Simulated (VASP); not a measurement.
# Ag3IO: relaxation of cell and atoms with PBE

Ag3IO:

```xyz
5
Lattice="5.2848 0.0000 0.0000 0.0000 5.2848 0.0000 0.0000 0.0000 5.2848" Properties=species:S:1:pos:R:3 pbc="T T T"
Ag    2.6424    0.0000    0.0000
Ag    0.0000    2.6424    0.0000
Ag    0.0000    0.0000    2.6424
I     0.0000    0.0000    0.0000
O     2.6424    2.6424    2.6424
```

```
Program                : VASP 6.6.1
Task                   : relaxation of cell and atoms
Functional             : PBE
Potentials or basis    : VASP PAW PBE potentials, release 64 (Ag, I, O)
Cutoff                 : 600 eV
k mesh                 : 8 × 8 × 8
Occupations            : gaussian, width 0.1 eV
Spin                   : no spin polarisation
Dipole correction      : no
Further INCAR settings : ALGO = Normal; EDIFF = 1e-07; IBRION = 2; EDIFFG = -0.01; NSW = 100; ISIF = 3
```

```
Relaxed volume                        : 30.74 Å³/atom
Relaxed cell                          : a = 5.356 Å, b = 5.356 Å, c = 5.356 Å, α = 90.00°, β = 90.00°, γ = 90.00°
Space group after relaxing (to 0.1 Å) : Pm-3m (No. 221)
Energy gained by relaxing             : 3.4 meV/atom
Ionic steps                           : 3
Pressure after relaxing               : 0.0 GPa
Band gap on the k mesh                : zero (bands 23 and 24 overlap by 0.12 eV)
```

Step by step:
| step | energy change (eV) | largest force (eV/Å) | pressure (GPa) | volume (Å³) |
| --- | --- | --- | --- | --- |
| 1 | 0.0000 | 0.0000 | 0.98 | 147.60 |
| 2 | -0.0152 | 0.0000 | 0.30 | 151.48 |
| 3 | -0.0168 | 0.0000 | -0.05 | 153.68 |

Final structure:
```
Ag I O
1.0
     5.35635    0.00000    0.00000
     0.00000    5.35635    0.00000
     0.00000    0.00000    5.35635
Ag I O
3 1 1
Cartesian
  2.6782 0.0000 0.0000
  0.0000 2.6782 0.0000
  0.0000 0.0000 2.6782
  0.0000 0.0000 0.0000
  2.6782 2.6782 2.6782
```

Levels at points of the mesh, in eV from the Fermi level:
```tsv
k point	band 20	band 21	band 22	band 23	band 24	band 25	band 26	band 27
(0.00, 0.00, 0.00)	-4.12	-1.04	-0.19	-0.19	-0.19	0.48	0.48	5.21
(0.50, 0.00, 0.00)	-3.59	-1.25	-0.15	-0.15	0.63	0.68	2.77	4.02
(0.50, 0.50, 0.00)	-3.18	-0.17	-0.17	-0.07	-0.05	1.12	3.63	3.63
(0.50, 0.50, 0.50)	-2.72	-0.62	-0.62	-0.62	1.97	1.97	1.97	3.98
```

Run time: 7.7 min on 1 thread of Intel(R) Xeon(R) Platinum 8488C (Sapphire Rapids), with other jobs on the host, peak memory 0.38 GiB.

Caveat: spin-orbit coupling is left out, which moves the levels of the heavy elements.
